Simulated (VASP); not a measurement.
Here is a VASP 6.6.1 calculation.

File INCAR:

```
  PREC = Accurate
  ENCUT = 600
  EDIFF = 1E-6
  ISMEAR = 0
  SIGMA = 0.02
  LREAL = False
  LASPH = True
  NELM = 150
  ALGO = Normal
  ISIF = 8
  LWAVE = False
  LCHARG = False
  ISPIN = 2
  MAGMOM = 1.5
  LORBIT = 11
  LMAXMIX = 4
  IBRION = 2
  NSW = 80
  EDIFFG = -0.03
```

Contents of KPOINTS:

```
regular mesh
0
Gamma
  9 9 9
```

File POSCAR:

```
V
1.0
   -1.5143500000      1.5143500000      1.5143500000
    1.5143500000     -1.5143500000      1.5143500000
    1.5143500000      1.5143500000     -1.5143500000
V
1
Direct
    0.0000000000      0.0000000000      0.0000000000
```

Potentials or basis: VASP PAW LDA potentials, release 64 (V_sv).

Command:

```sh
$ cat potpaw_LDA.64/V_sv/POTCAR > POTCAR
$ mpirun -np 1 vasp_std > vasp.out
```

(1) What does it give for the relaxed cell?

(2) Estimate the net moment.

(3) Estimate the space group after relaxing (to 0.1 Å).

Answers

(1) a = 2.530 Å, b = 2.530 Å, c = 2.530 Å, α = 109.47°, β = 109.47°, γ = 109.47°.

(2) 0.00 μB per cell.

(3) Im-3m (No. 229).
